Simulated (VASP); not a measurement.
# MgO2 (R-3m) in VASP: further runs

The runs below take MgO2 through single point, with PBEsol.

Everything below comes from runs of VASP 6.6.1. Logs are shortened: lines on timing, memory, paths and dates and some standing lists are left out, and cuts for length are marked.

### Step 1. The cell of the first run

Symmetry: R-3m, No. 166, trigonal system. The conventional cell has a = 3.129 Å, b = 3.129 Å, c = 10.482 Å, α = 90.00°, β = 90.00°, γ = 120.00°. Mg (site symmetry -3m) has 6 O at 2.07 Å within 2.7 Å. Within 2.1 Å of O (site symmetry 3m) lie 1 O at 1.49 Å and 3 Mg at 2.07 Å.

### Step 2. Single point, PBEsol (strain -0.025 along x and y, +0.000 along z)

The input, INCAR:

```
SYSTEM = MgO2
  PREC = Accurate
  ENCUT = 840
  EDIFF = 1E-6
  ISMEAR = 0
  SIGMA = 0.05
  LREAL = .FALSE.
  LASPH = .TRUE.
  NELM = 120
  ALGO = Normal
  ISIF = 2
  LWAVE = .FALSE.
  LCHARG = .TRUE.
  GGA = PS
  LELF = .TRUE.
  LVHAR = .TRUE.
  NBANDS = 18
  GGA_COMPAT = .FALSE.
```

The input, KPOINTS:

```
regular mesh
0
G
  12 12 12
  0 0 0
```

The input, POSCAR:

```
MgO2
1.0
    1.5646419906      0.9033464745      3.4939788749
   -1.5646419906      0.9033464745      3.4939788749
    0.0000000000     -1.8066929489      3.4939788749
Mg O
1 2
Direct
    0.0000000000      0.0000000000      0.0000000000
    0.4287860000      0.4287860000      0.4287860000
    0.5712140000      0.5712140000      0.5712140000
```

Potentials or basis: VASP PAW PBE potentials, release 64 (Mg_sv, O).

On the command line:

```bash
$ cat potpaw_PBE.64/Mg_sv/POTCAR potpaw_PBE.64/O/POTCAR > POTCAR
$ mpirun -np 1 vasp_std > vasp.out
```

OUTCAR:

```text
SYSTEM = MgO2
   PREC = Accurate
   ENCUT = 840
   EDIFF = 1E-6
   ISMEAR = 0
   LREAL = .FALSE.
   LASPH = .TRUE.
   NELM = 120
   ISIF = 2
   GGA = PS

 ion  position               nearest neighbor table
   1  0.000  0.000  0.000-   3 2.07   3 2.07   2 2.07   2 2.07   3 2.07   2 2.07
   2  0.429  0.429  0.429-   3 1.49   1 2.07   1 2.07   1 2.07
   3  0.571  0.571  0.571-   2 1.49   1 2.07   1 2.07   1 2.07

  LATTYP: Found a trigonal (rhomboedric) cell.
 ALAT       =     3.9334498586
 COS(alpha) =     0.6835444465

  Lattice vectors:

 A1 = (   1.5646419906,   0.9033464745,   3.4939788749)
 A2 = (  -1.5646419906,   0.9033464745,   3.4939788749)
 A3 = (   0.0000000000,  -1.8066929489,   3.4939788749)

Analysis of symmetry for initial positions (statically):
=====================================================================
 Subroutine PRICEL returns:
 Original cell was already a primitive cell.

 Routine SETGRP: Setting up the symmetry group for a
 trigonal (rhombohedral) supercell.

 Subroutine GETGRP returns: Found 12 space group operations
 (whereof 12 operations were pure point group operations)
 out of a pool of 12 trial point group operations.

The static configuration has the point symmetry D_3d.

Analysis of symmetry for dynamics (positions and initial velocities):
=====================================================================
 Subroutine PRICEL returns:
 Original cell was already a primitive cell.

 Routine SETGRP: Setting up the symmetry group for a
 trigonal (rhombohedral) supercell.

 Subroutine GETGRP returns: Found 12 space group operations
 (whereof 12 operations were pure point group operations)
 out of a pool of 12 trial point group operations.

The dynamic configuration has the point symmetry D_3d.

 Subroutine INISYM returns: Found 12 space group operations
 (whereof 12 operations are pure point group operations),
 and found     1 'primitive' translations

----------------------------------------------------------------------------------------

                                     Primitive cell

  volume of cell :      29.6306

  direct lattice vectors                    reciprocal lattice vectors
     1.564641991  0.903346475  3.493978875     0.319561921  0.184499161  0.095402218
    -1.564641991  0.903346475  3.493978875    -0.319561921  0.184499161  0.095402218
     0.000000000 -1.806692949  3.493978875     0.000000000 -0.368998322  0.095402218

  length of vectors
     3.933449859  3.933449859  3.933449859     0.381131663  0.381131663  0.381131663

  position of ions in fractional coordinates (direct lattice)
     0.000000000  0.000000000  0.000000000
     0.428786000  0.428786000  0.428786000
     0.571214000  0.571214000  0.571214000

  ion indices of the primitive-cell ions
   primitive index   ion index
                 1           1
                 2           2
                 3           3

----------------------------------------------------------------------------------------

 KPOINTS: regular mesh

Automatic generation of k-mesh.
 Grid dimensions read from file:
 generate k-points for:   12   12   12

 Generating k-lattice:

  Cartesian coordinates                     Fractional coordinates (reciprocal lattice)
     0.026630160  0.015374930  0.007950185     0.083333333  0.000000000 -0.000000000
    -0.026630160  0.015374930  0.007950185     0.000000000  0.083333333 -0.000000000
     0.000000000 -0.030749860  0.007950185    -0.000000000 -0.000000000  0.083333333

  Length of vectors
     0.031760972  0.031760972  0.031760972

  Shift w.r.t. Gamma in fractional coordinates (k-lattice)
     0.000000000  0.000000000  0.000000000

 Subroutine IBZKPT returns following result:
 ===========================================

 Found    189 irreducible k-points:

 Following reciprocal coordinates:
            Coordinates               Weight
  0.000000  0.000000  0.000000      1.000000
  0.083333  0.000000 -0.000000      6.000000
  0.166667  0.000000  0.000000      6.000000
  0.250000 -0.000000 -0.000000      6.000000
  0.333333  0.000000  0.000000      6.000000
  0.416667 -0.000000 -0.000000      6.000000
[... 16 lines left out ...]
  0.500000  0.166667 -0.000000     12.000000
 -0.416667  0.166667  0.000000     12.000000
 [... further k-points ...]
   k-points           NKPTS =    189   k-points in BZ     NKDIM =    189   number of bands    NBANDS=     18
   number of dos      NEDOS =    301   number of ions     NIONS =      3
   total plane-waves  NPLWV =  64000
   dimension x,y,z NGX =    40 NGY =   40 NGZ =   40
   dimension x,y,z NGXF=    80 NGYF=   80 NGZF=   80
   ions per type =               1   2
   NGX,Y,Z   is equivalent  to a cutoff of  16.91, 16.91, 16.91 a.u.
   NGXF,Y,Z  is equivalent  to a cutoff of  33.81, 33.81, 33.81 a.u.
 SYSTEM =  MgO2
   PREC   = accura    normal or accurate (medium, high low for compatibility)
   ISTART =      0    job   : 0-new  1-cont  2-samecut
   ICHARG =      2    charge: 1-file 2-atom 10-const
   ISPIN  =      1    spin polarized calculation?
   LNONCOLLINEAR =      F non collinear calculations
   LSORBIT =      F    spin-orbit coupling
   LASPH  =      T    aspherical Exc in radial PAW
   ENCUT  =  840.0 eV  61.74 Ry    7.86 a.u.   9.30  9.30  9.30*2*pi/ulx,y,z
   NELM   =    120;   NELMIN=  2; NELMDL= -5     # of ELM steps
   EDIFF  = 0.1E-05   stopping-criterion for ELM
   LREAL  =      F    real-space projection
   EDIFFG = 0.1E-04   stopping-criterion for IOM
   NSW    =      0    number of steps for IOM
   IBRION =     -1    ionic relax: 0-MD 1-quasi-New 2-CG
   NFREE  =      0    steps in history (QN), initial steepest desc. (CG)
   ISIF   =      2    stress and relaxation
   ISYM   =      2    0-nonsym 1-usesym 2-fastsym
   POTIM  = 0.5000    time-step for ionic-motion
   TEBEG  =    0.0;   TEEND  =   0.0 temperature during run
   PSTRESS=    0.0 pullay stress
   NELECT =      22.0000    total number of electrons
   NUPDOWN=      -1.0000    fix difference up-down
   EMIN   =  10.00;   EMAX   =-10.00  energy-range for DOS
   EFERMI =   0.00;   METHOD = LEGACY
   ISMEAR =     0;   SIGMA  =   0.05  broadening in eV -4-tet -1-fermi 0-gaus
   EFERMI_NEDOS =   21; number of points for ismear=-14 and -15
   IALGO  =     38    algorithm
   IMIX   =      4    mixing-type and parameters
     AMIX     =   0.40;   BMIX     =  1.00
     AMIX_MAG =   1.60;   BMIX_MAG =  1.00
  volume/ion in A,a.u.               =       9.88        66.65
  Fermi-wavevector in a.u.,A,eV,Ry     =   1.482411  2.801352 29.899399  2.197544
  Thomas-Fermi vector in A             =   2.596201
   LORBIT       =      0    0 simple, 1 ext, 2 COOP (PROOUT), +10 PAW based schemes
   GGA     = PS    functional components
   LHFCALC =     F    Hartree Fock is set to
   AEXX    =    0.0000 exact exchange contribution
   IVDW    =     0    specifies the selected vdW correction
   LEPSILON=     F    determine dielectric tensor
   LRPA    =     F    only Hartree local field effects (RPA)
 non-spin polarized calculation
 Gauss-broadening in eV      SIGMA  =   0.05
  energy-cutoff  :      840.00
  volume of cell :       29.63
 maximum number of plane-waves:      1670
 NGX is ok and might be reduce to    40
   NGX = 19   NGY = 19   NGZ = 19

 number of electron      22.0000001 magnetization

 Free energy of the ion-electron system (eV)
  ---------------------------------------------------
  ext. energy  EPLUGINS =         0.00000000
  ---------------------------------------------------
  free energy    TOTEN  =       -17.18202468 eV

  energy without entropy =      -17.18202468  energy(sigma->0) =      -17.18202468

 E-fermi :   3.0943     XC(G=0): -10.8883

 val. band max:        2.7450936043   @ k =   0.5000   0.5000   0.5000
 cond. band min:       4.8764396839   @ k =   0.5000   0.5000   0.5000
 fundamental gap:      2.1313460796
 Fermi energy:         3.0943047383

 k-point     1 :       0.0000    0.0000    0.0000
  band No.  band energies     occupation
      1     -70.1129      2.00000
      2     -37.0745      2.00000
      3     -37.0560      2.00000
      4     -37.0560      2.00000
      5     -18.6618      2.00000
      6     -11.8414      2.00000
[... 10 lines left out ...]
     17      17.9333      0.00000
     18      19.9783      0.00000

 k-point     2 :       0.0833    0.0000   -0.0000
  band No.  band energies     occupation
      1     -70.1128      2.00000
      2     -37.0741      2.00000
      3     -37.0593      2.00000
      4     -37.0567      2.00000
      5     -18.6240      2.00000
      6     -11.8621      2.00000
[... 10 lines left out ...]
     17      18.1399      0.00000
     18      19.6263      0.00000

 k-point     3 :       0.1667    0.0000    0.0000
  band No.  band energies     occupation
      1     -70.1122      2.00000
      2     -37.0730      2.00000
      3     -37.0679      2.00000
      4     -37.0585      2.00000
      5     -18.5186      2.00000
      6     -11.9186      2.00000
[... 10 lines left out ...]
     17      18.7397      0.00000
     18      18.8508      0.00000

 k-point     4 :       0.2500   -0.0000   -0.0000
  band No.  band energies     occupation
      1     -70.1114      2.00000
      2     -37.0800      2.00000
      3     -37.0710      2.00000
      4     -37.0610      2.00000
      5     -18.3698      2.00000
      6     -11.9959      2.00000
[... 375 lines left out ...]
      4     -37.0681      2.00000
      5     -18.1155      2.00000
      6     -12.2732      2.00000
[... 10 lines left out ...]
     17      18.3274      0.00000
     18      20.3695      0.00000

 k-point    23 :       0.5000    0.1667   -0.0000
  band No.  band energies     occupation
      1     -70.1097      2.00000
      2     -37.0971      2.00000
      3     -37.0722      2.00000
      4     -37.0680      2.00000
      5     -18.0306      2.00000
      6     -12.2589      2.00000
[... 10 lines left out ...]
     17      17.7651      0.00000
     18      20.6514      0.00000

 k-point    24 :      -0.4167    0.1667    0.0000
  band No.  band energies     occupation
      1     -70.1095      2.00000
      2     -37.0991      2.00000
      3     -37.0733      2.00000
      4     -37.0675      2.00000
      5     -18.0148      2.00000
      6     -12.1979      2.00000
[... 10 lines left out ...]
     17      17.5006      0.00000
     18      20.6387      0.00000

 [... further k-points ...]

------------------------ aborting loop because EDIFF is reached ----------------------------------------

  FORCE on cell =-STRESS in cart. coord.  units (eV):
  Direction    XX          YY          ZZ          XY          YZ          ZX
  --------------------------------------------------------------------------------------
  -------------------------------------------------------------------------------------
  Total        0.7133829      0.7133829     -0.9217551      0.0000000     -0.0000000     -0.0000000
  in kB       38.5737983     38.5737983    -49.8408289      0.0000000     -0.0000000     -0.0000000
  external PRESSURE =       9.1022559 kB  Pullay stress =       0.0000000 kB

 VOLUME and BASIS-vectors are now :
 -----------------------------------------------------------------------------
  energy-cutoff  :      840.00
  volume of cell :       29.63
      direct lattice vectors                 reciprocal lattice vectors
     1.564641991  0.903346475  3.493978875     0.319561921  0.184499161  0.095402218
    -1.564641991  0.903346475  3.493978875    -0.319561921  0.184499161  0.095402218
     0.000000000 -1.806692949  3.493978875     0.000000000 -0.368998322  0.095402218

 POSITION                                       TOTAL-FORCE (eV/Angst)
 -----------------------------------------------------------------------------------
      0.00000      0.00000      0.00000        -0.000000      0.000000     -0.000000
      0.00000      0.00000      4.49451         0.000000      0.000000      0.521368
      0.00000      0.00000      5.98743         0.000000     -0.000000     -0.521368
 -----------------------------------------------------------------------------------
    total drift:                                0.000000     -0.000000      0.000000

  FREE ENERGIE OF THE ION-ELECTRON SYSTEM (eV)
  ---------------------------------------------------
  free  energy   TOTEN  =       -17.1820246803 eV

  energy  without entropy=      -17.1820246803  energy(sigma->0) =      -17.18202468
```

Wall time 1.8 min (1 thread of Intel Xeon 6975P-C (Granite Rapids), shared host); peak memory 0.36 GiB.

Results:

| Property | Result |
| --- | --- |
| Free energy | -17.1820 eV |
| Pressure | 0.9 GPa |
| Largest force | 0.521 eV/Å |
| Band gap on the k mesh | 2.13 eV |

Forces in eV/Å, atoms in the order of the input:
```
Mg   0.000  0.000  0.000
O    0.000  0.000  0.521
O    0.000  0.000 -0.521
```

Stress tensor (GPa, compression positive):
```
 3.86  0.00  0.00
 0.00  3.86  0.00
 0.00  0.00 -4.98
```

Levels at points of the mesh, in eV from the valence-band top:
```csv
k point,band 8,band 9,band 10,band 11,band 12,band 13,band 14,band 15
"(0.00, 0.00, 0.00)",-3.28,-3.28,-0.85,-0.85,4.75,4.92,12.24,14.02
"(0.50, 0.00, 0.00)",-6.25,-3.68,-1.30,-1.29,4.03,8.90,10.88,12.86
"(0.50, 0.50, 0.00)",-5.56,-4.34,-2.32,-0.19,3.37,8.07,11.52,12.77
"(0.50, 0.50, 0.50)",-3.83,-3.83,0.00,0.00,2.13,5.20,9.75,14.78
```

Caveat: the cell differs from its parent crystal (strain -0.025 along x and y, +0.000 along z); the stress differs along the axes, from -5 to 4 GPa; the PAW data sets were made with another functional, which shifts forces and pressure a little.

[end of part 1 of 2]
